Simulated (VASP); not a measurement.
# CdPbS2 (P4/mmm) in VASP: notebook

The runs below take CdPbS2 through single point, relaxation of volume and atoms at fixed shape, with LDA.

Program: VASP 6.6.1. These are calculated values, not measurements. Logs are shortened: lines on timing, memory, paths and dates and some standing lists are left out, and cuts for length are marked.

## 1. The cell of the first run

It takes space group P4/mmm (No. 123, tetragonal). The conventional cell has a = 3.965 Å, b = 3.965 Å, c = 5.615 Å, α = 90.00°, β = 90.00°, γ = 90.00°. Within 3.7 Å of Cd (site symmetry 4/mmm) lie 6 S at 2.80 to 2.81 Å. Pb (site symmetry 4/mmm) has 6 S at 2.80 to 2.81 Å within 3.7 Å. S (site symmetry 4/mmm) has 4 Pb at 2.80 Å and 2 Cd at 2.81 Å within 3.7 Å. Within 3.7 Å of S (site symmetry 4/mmm) lie 4 Cd at 2.80 Å and 2 Pb at 2.81 Å.

## 2. Single point, LDA

Contents of INCAR:

```
SYSTEM = CdPbS2
  ALGO = Normal
  EDIFF = 1E-6
  ENCUT = 520
  ISIF = 2
  ISMEAR = -1
  LASPH = .True.
  LCHARG = .False.
  LREAL = .False.
  LWAVE = .False.
  NBANDS = 27
  NELM = 80
  PREC = Accurate
  SIGMA = 0.02
```

Contents of KPOINTS:

```
k-points
0
Gamma
  6 6 4
  0 0 0
```

Contents of POSCAR:

```
CdPbS2
1.0
    3.9647420680      0.0000000000      0.0000000000
    0.0000000000      3.9647420680      0.0000000000
    0.0000000000      0.0000000000      5.6147998749
Cd Pb S
1 1 2
Direct
    0.0000000000      0.0000000000      0.0000000000
    0.5000000000      0.5000000000      0.5000000000
    0.0000000000      0.0000000000      0.5000000000
    0.5000000000      0.5000000000      0.0000000000
```

Potentials or basis: VASP PAW LDA potentials, release 64 (Cd, Pb_d, S).

On the command line:

```sh
$ cat potpaw_LDA.64/Cd/POTCAR potpaw_LDA.64/Pb_d/POTCAR potpaw_LDA.64/S/POTCAR > POTCAR
$ mpirun -np 1 vasp_std > vasp.out
```

OUTCAR:

```text
SYSTEM = CdPbS2
   EDIFF = 1E-6
   ENCUT = 520
   ISIF = 2
   ISMEAR = -1
   LASPH = .True.
   LREAL = .False.
   NELM = 80
   PREC = Accurate

 ion  position               nearest neighbor table
   1  0.000  0.000  0.000-   4 2.80   4 2.80   4 2.80   4 2.80   3 2.81   3 2.81
   2  0.500  0.500  0.500-   3 2.80   3 2.80   3 2.80   3 2.80   4 2.81   4 2.81
   3  0.000  0.000  0.500-   2 2.80   2 2.80   2 2.80   2 2.80   1 2.81   1 2.81
   4  0.500  0.500  0.000-   1 2.80   1 2.80   1 2.80   1 2.80   2 2.81   2 2.81

  LATTYP: Found a simple tetragonal cell.
 ALAT       =     3.9647420680
 C/A-ratio  =     1.4161828887

  Lattice vectors:

 A1 = (   3.9647420680,   0.0000000000,   0.0000000000)
 A2 = (   0.0000000000,   3.9647420680,   0.0000000000)
 A3 = (   0.0000000000,   0.0000000000,   5.6147998749)

Analysis of symmetry for initial positions (statically):
=====================================================================
 Subroutine PRICEL returns:
 Original cell was already a primitive cell.

 Routine SETGRP: Setting up the symmetry group for a
 simple tetragonal supercell.

 Subroutine GETGRP returns: Found 16 space group operations
 (whereof 16 operations were pure point group operations)
 out of a pool of 16 trial point group operations.

The static configuration has the point symmetry D_4h.

Analysis of symmetry for dynamics (positions and initial velocities):
=====================================================================
 Subroutine PRICEL returns:
 Original cell was already a primitive cell.

 Routine SETGRP: Setting up the symmetry group for a
 simple tetragonal supercell.

 Subroutine GETGRP returns: Found 16 space group operations
 (whereof 16 operations were pure point group operations)
 out of a pool of 16 trial point group operations.

The dynamic configuration has the point symmetry D_4h.

 Subroutine INISYM returns: Found 16 space group operations
 (whereof 16 operations are pure point group operations),
 and found     1 'primitive' translations

----------------------------------------------------------------------------------------

                                     Primitive cell

  volume of cell :      88.2600

  direct lattice vectors                    reciprocal lattice vectors
     3.964742068  0.000000000  0.000000000     0.252223217  0.000000000  0.000000000
     0.000000000  3.964742068  0.000000000     0.000000000  0.252223217  0.000000000
     0.000000000  0.000000000  5.614799875     0.000000000  0.000000000  0.178100738

  length of vectors
     3.964742068  3.964742068  5.614799875     0.252223217  0.252223217  0.178100738

  position of ions in fractional coordinates (direct lattice)
     0.000000000  0.000000000  0.000000000
     0.500000000  0.500000000  0.500000000
     0.000000000  0.000000000  0.500000000
     0.500000000  0.500000000  0.000000000

  ion indices of the primitive-cell ions
   primitive index   ion index
                 1           1
                 2           2
                 3           3
                 4           4

----------------------------------------------------------------------------------------

 KPOINTS: k-points

Automatic generation of k-mesh.
 Grid dimensions read from file:
 generate k-points for:    6    6    4

 Generating k-lattice:

  Cartesian coordinates                     Fractional coordinates (reciprocal lattice)
     0.042037203  0.000000000  0.000000000     0.166666667  0.000000000  0.000000000
     0.000000000  0.042037203  0.000000000     0.000000000  0.166666667  0.000000000
     0.000000000  0.000000000  0.044525184     0.000000000  0.000000000  0.250000000

  Length of vectors
     0.042037203  0.042037203  0.044525184

  Shift w.r.t. Gamma in fractional coordinates (k-lattice)
     0.000000000  0.000000000  0.000000000

 Subroutine IBZKPT returns following result:
 ===========================================

 Found     30 irreducible k-points:

 Following reciprocal coordinates:
            Coordinates               Weight
  0.000000  0.000000  0.000000      1.000000
  0.166667  0.000000  0.000000      4.000000
  0.333333  0.000000  0.000000      4.000000
  0.500000  0.000000  0.000000      2.000000
  0.166667  0.166667  0.000000      4.000000
  0.333333  0.166667  0.000000      8.000000
[... 16 lines left out ...]
  0.333333  0.000000  0.500000      4.000000
  0.500000  0.000000  0.500000      2.000000
 [... further k-points ...]
   k-points           NKPTS =     30   k-points in BZ     NKDIM =     30   number of bands    NBANDS=     27
   number of dos      NEDOS =    301   number of ions     NIONS =      4
   total plane-waves  NPLWV =  37800
   dimension x,y,z NGX =    30 NGY =   30 NGZ =   42
   dimension x,y,z NGXF=    60 NGYF=   60 NGZF=   84
   ions per type =               1   1   2
   NGX,Y,Z   is equivalent  to a cutoff of  12.58, 12.58, 12.44 a.u.
   NGXF,Y,Z  is equivalent  to a cutoff of  25.16, 25.16, 24.87 a.u.
 SYSTEM =  CdPbS2
   PREC   = accura    normal or accurate (medium, high low for compatibility)
   ISTART =      0    job   : 0-new  1-cont  2-samecut
   ICHARG =      2    charge: 1-file 2-atom 10-const
   ISPIN  =      1    spin polarized calculation?
   LNONCOLLINEAR =      F non collinear calculations
   LSORBIT =      F    spin-orbit coupling
   LASPH  =      T    aspherical Exc in radial PAW
   ENCUT  =  520.0 eV  38.22 Ry    6.18 a.u.   7.37  7.37 10.44*2*pi/ulx,y,z
   NELM   =     80;   NELMIN=  2; NELMDL= -5     # of ELM steps
   EDIFF  = 0.1E-05   stopping-criterion for ELM
   LREAL  =      F    real-space projection
   EDIFFG = 0.1E-04   stopping-criterion for IOM
   NSW    =      0    number of steps for IOM
   IBRION =     -1    ionic relax: 0-MD 1-quasi-New 2-CG
   NFREE  =      0    steps in history (QN), initial steepest desc. (CG)
   ISIF   =      2    stress and relaxation
   ISYM   =      2    0-nonsym 1-usesym 2-fastsym
   POTIM  = 0.5000    time-step for ionic-motion
   TEBEG  =    0.0;   TEEND  =   0.0 temperature during run
   PSTRESS=    0.0 pullay stress
   NELECT =      38.0000    total number of electrons
   NUPDOWN=      -1.0000    fix difference up-down
   EMIN   =  10.00;   EMAX   =-10.00  energy-range for DOS
   EFERMI =   0.00;   METHOD = LEGACY
   ISMEAR =    -1;   SIGMA  =   0.02  broadening in eV -4-tet -1-fermi 0-gaus
   EFERMI_NEDOS =   21; number of points for ismear=-14 and -15
   IALGO  =     38    algorithm
   IMIX   =      4    mixing-type and parameters
     AMIX     =   0.40;   BMIX     =  1.00
     AMIX_MAG =   1.60;   BMIX_MAG =  1.00
  volume/ion in A,a.u.               =      22.07       148.90
  Fermi-wavevector in a.u.,A,eV,Ry     =   1.236179  2.336039 20.791582  1.528138
  Thomas-Fermi vector in A             =   2.370798
   LORBIT       =      0    0 simple, 1 ext, 2 COOP (PROOUT), +10 PAW based schemes
   GGA     = CA    functional components
   LHFCALC =     F    Hartree Fock is set to
   AEXX    =    0.0000 exact exchange contribution
   IVDW    =     0    specifies the selected vdW correction
   LEPSILON=     F    determine dielectric tensor
   LRPA    =     F    only Hartree local field effects (RPA)
 non-spin polarized calculation
  energy-cutoff  :      520.00
  volume of cell :       88.26
 maximum number of plane-waves:      2405
 NGX is ok and might be reduce to    30
   NGX = 15   NGY = 15   NGZ = 21

 number of electron      38.0000012 magnetization

 Free energy of the ion-electron system (eV)
  ---------------------------------------------------
  ext. energy  EPLUGINS =         0.00000000
  ---------------------------------------------------
  free energy    TOTEN  =       -16.96232026 eV

  energy without entropy =      -16.96189403  energy(sigma->0) =      -16.96210714

 E-fermi :   5.3561     XC(G=0): -10.6062

 val. band max:        5.2696994832   @ k =   0.3333   0.1667   0.5000
 cond. band min:       5.4222012288   @ k =   0.5000   0.0000   0.2500
 fundamental gap:      0.1525017456
 Fermi energy:         5.3561096735

 k-point     1 :       0.0000    0.0000    0.0000
  band No.  band energies     occupation
      1     -11.5239      2.00000
      2     -11.3720      2.00000
      3     -11.3185      2.00000
      4     -11.2815      2.00000
      5     -11.2815      2.00000
      6      -8.8588      2.00000
[... 19 lines left out ...]
     26      12.6721      0.00000
     27      12.7710      0.00000

 k-point     2 :       0.1667    0.0000    0.0000
  band No.  band energies     occupation
      1     -11.5004      2.00000
      2     -11.3547      2.00000
      3     -11.3343      2.00000
      4     -11.2900      2.00000
      5     -11.2805      2.00000
      6      -8.6817      2.00000
[... 19 lines left out ...]
     26      12.8431      0.00000
     27      12.9127      0.00000

 k-point     3 :       0.3333    0.0000    0.0000
  band No.  band energies     occupation
      1     -11.4601      2.00000
      2     -11.3656      2.00000
      3     -11.3150      2.00000
      4     -11.3069      2.00000
      5     -11.2786      2.00000
      6      -8.1887      2.00000
[... 19 lines left out ...]
     26      11.3802      0.00000
     27      13.3662      0.00000

 k-point     4 :       0.5000    0.0000    0.0000
  band No.  band energies     occupation
      1     -11.4431      2.00000
      2     -11.3811      2.00000
      3     -11.3153      2.00000
      4     -11.2928      2.00000
      5     -11.2777      2.00000
      6      -7.6645      2.00000
[... 19 lines left out ...]
     26      10.8562      0.00000
     27      14.2604      0.00000

 k-point     5 :       0.1667    0.1667    0.0000
  band No.  band energies     occupation
      1     -11.4822      2.00000
      2     -11.3593      2.00000
      3     -11.3383      2.00000
      4     -11.2895      2.00000
      5     -11.2882      2.00000
      6      -8.5002      2.00000
[... 19 lines left out ...]
     26      11.8278      0.00000
     27      12.2643      0.00000

 k-point     6 :       0.3333    0.1667    0.0000
  band No.  band energies     occupation
      1     -11.4522      2.00000
      2     -11.4070      2.00000
      3     -11.3053      2.00000
      4     -11.3005      2.00000
      5     -11.2865      2.00000
      6      -8.0112      2.00000
[... 444 lines left out ...]
      1     -11.4801      2.00000
      2     -11.3719      2.00000
      3     -11.3184      2.00000
      4     -11.2828      2.00000
      5     -11.2828      2.00000
      6      -8.3150      2.00000
[... 19 lines left out ...]
     26      11.0186      0.00000
     27      12.7944      0.00000

 k-point    22 :       0.1667    0.0000    0.5000
  band No.  band energies     occupation
      1     -11.4547      2.00000
      2     -11.3539      2.00000
      3     -11.3342      2.00000
      4     -11.2919      2.00000
      5     -11.2819      2.00000
      6      -8.1683      2.00000
[... 19 lines left out ...]
     26      11.6910      0.00000
     27      11.9276      0.00000

 k-point    23 :       0.3333    0.0000    0.5000
  band No.  band energies     occupation
      1     -11.4150      2.00000
      2     -11.3657      2.00000
      3     -11.3098      2.00000
      4     -11.3086      2.00000
      5     -11.2802      2.00000
      6      -7.7914      2.00000
[... 19 lines left out ...]
     26      10.6581      0.00000
     27      13.3292      0.00000

 k-point    24 :       0.5000    0.0000    0.5000
  band No.  band energies     occupation
      1     -11.3998      2.00000
      2     -11.3812      2.00000
      3     -11.3187      2.00000
      4     -11.2820      2.00000
      5     -11.2793      2.00000
      6      -7.5295      2.00000
[... 19 lines left out ...]
     26      10.1386      0.00000
     27      15.1267      0.00000

 [... further k-points ...]

------------------------ aborting loop because EDIFF is reached ----------------------------------------

  FORCE on cell =-STRESS in cart. coord.  units (eV):
  Direction    XX          YY          ZZ          XY          YZ          ZX
  --------------------------------------------------------------------------------------
  -------------------------------------------------------------------------------------
  Total       -0.0163074     -0.0163074      0.4269317      0.0000000      0.0000000      0.0000000
  in kB       -0.2960263     -0.2960263      7.7500556      0.0000000      0.0000000      0.0000000
  external PRESSURE =       2.3860010 kB  Pullay stress =       0.0000000 kB

 VOLUME and BASIS-vectors are now :
 -----------------------------------------------------------------------------
  energy-cutoff  :      520.00
  volume of cell :       88.26
      direct lattice vectors                 reciprocal lattice vectors
     3.964742068  0.000000000  0.000000000     0.252223217  0.000000000  0.000000000
     0.000000000  3.964742068  0.000000000     0.000000000  0.252223217  0.000000000
     0.000000000  0.000000000  5.614799875     0.000000000  0.000000000  0.178100738

 POSITION                                       TOTAL-FORCE (eV/Angst)
 -----------------------------------------------------------------------------------
      0.00000      0.00000      0.00000         0.000000      0.000000      0.000000
      1.98237      1.98237      2.80740         0.000000      0.000000      0.000000
      0.00000      0.00000      2.80740         0.000000      0.000000      0.000000
      1.98237      1.98237      0.00000         0.000000      0.000000      0.000000
 -----------------------------------------------------------------------------------
    total drift:                                0.000000      0.000000      0.000000

  FREE ENERGIE OF THE ION-ELECTRON SYSTEM (eV)
  ---------------------------------------------------
  free  energy   TOTEN  =       -16.9623202575 eV

  energy  without entropy=      -16.9618940315  energy(sigma->0) =      -16.96210714
```

It took 72 s on 1 thread of Intel Xeon 8259CL, shared host; peak memory 0.21 GiB.

Results:

```
Free energy            : -16.9623 eV
Pressure               : 0.2 GPa
Band gap on the k mesh : zero (bands 19 and 20 overlap by 1.87 eV)
```

Stress tensor (GPa, compression positive):
```
-0.03  0.00  0.00
 0.00 -0.03  0.00
 0.00  0.00  0.78
```

Caveat: spin-orbit coupling is left out, which moves the levels of the heavy elements.

## 3. Relaxation of volume and atoms at fixed shape, LDA

This run uses another cell than the first one, of 24.25 Å³/atom.

Contents of INCAR:

```
PREC = Accurate ; ENCUT = 600
EDIFF = 1E-6 ; ISMEAR = -1
SIGMA = 0.02 ; LREAL = False
LASPH = True ; NELM = 60
ALGO = Normal ; ISIF = 8
LWAVE = False ; LCHARG = False
GGA = CA ; IBRION = 2
NSW = 80 ; EDIFFG = -0.01
```

Contents of KPOINTS:

```
Automatic mesh
0
Gamma
  6 6 4
```

Contents of POSCAR:

```
CdPbS2
1.0
    4.0915810000      0.0000000000      0.0000000000
    0.0000000000      4.0915810000      0.0000000000
    0.0000000000      0.0000000000      5.7944270000
Cd Pb S
1 1 2
Direct
    0.0000000000      0.0000000000      0.0000000000
    0.5000000000      0.5000000000      0.5000000000
    0.0000000000      0.0000000000      0.5000000000
    0.5000000000      0.5000000000      0.0000000000
```

Potentials or basis: VASP PAW LDA potentials, release 64 (Cd, Pb_d, S).

On the command line:

```sh
$ cat potpaw_LDA.64/Cd/POTCAR potpaw_LDA.64/Pb_d/POTCAR potpaw_LDA.64/S/POTCAR > POTCAR
$ mpirun -np 1 vasp_std > vasp.out
```

It took 4.3 min on 1 thread of Intel Xeon 8259CL, shared host; peak memory 0.27 GiB.

It converged, with:

| Item | Value |
| --- | --- |
| Free energy | -16.9644 eV |
| Relaxed volume | 22.14 Å³/atom |
| Relaxed cell | a = 3.969 Å, b = 3.969 Å, c = 5.621 Å, α = 90.00°, β = 90.00°, γ = 90.00° |
| Space group after relaxing (to 0.1 Å) | P4/mmm (No. 123) |
| Energy gained by relaxing | 38.9 meV/atom |
| Ionic steps | 3 |
| Pressure after relaxing | 0.0 GPa |
| Band gap on the k mesh | zero (bands 19 and 20 overlap by 1.87 eV) |

Stress tensor (GPa, compression positive):
```
-0.24  0.00  0.00
 0.00 -0.24  0.00
 0.00  0.00  0.57
```

Step by step:
| step | energy change (eV) | largest force (eV/Å) | pressure (GPa) | volume (Å³) |
| --- | --- | --- | --- | --- |
| 1 | 0.0000 | 0.0000 | -5.43 | 97.00 |
| 2 | -0.1362 | 0.0000 | 2.41 | 85.91 |
| 3 | -0.1555 | 0.0000 | 0.03 | 88.56 |

Final structure:
```
Cd Pb S
1.0
     3.96929    0.00000    0.00000
     0.00000    3.96929    0.00000
     0.00000    0.00000    5.62124
Cd Pb S
1 1 2
Cartesian
  0.0000 0.0000 0.0000
  1.9846 1.9846 2.8106
  0.0000 0.0000 2.8106
  1.9846 1.9846 0.0000
```

Levels at points of the mesh, in eV from the Fermi level:
| k point | band 16 | band 17 | band 18 | band 19 | band 20 | band 21 | band 22 | band 23 |
| --- | --- | --- | --- | --- | --- | --- | --- | --- |
| (0.00, 0.00, 0.00) | -3.70 | -2.13 | -2.06 | -2.06 | -1.02 | 4.08 | 6.46 | 6.48 |
| (0.50, 0.00, 0.00) | -3.58 | -2.01 | -1.43 | -0.18 | 1.20 | 2.66 | 3.40 | 3.46 |
| (0.50, 0.50, 0.00) | -3.90 | -3.46 | -3.46 | -3.27 | -1.22 | 4.16 | 4.16 | 6.65 |
| (0.00, 0.00, 0.50) | -3.27 | -2.48 | -2.48 | -1.23 | 0.93 | 3.17 | 4.63 | 4.78 |
| (0.50, 0.00, 0.50) | -1.82 | -1.31 | -1.24 | 0.65 | 0.92 | 1.05 | 2.02 | 3.33 |
| (0.50, 0.50, 0.50) | -4.21 | -4.21 | -4.02 | -0.65 | 1.74 | 2.57 | 5.00 | 5.32 |

Caveat: spin-orbit coupling is left out, which moves the levels of the heavy elements.
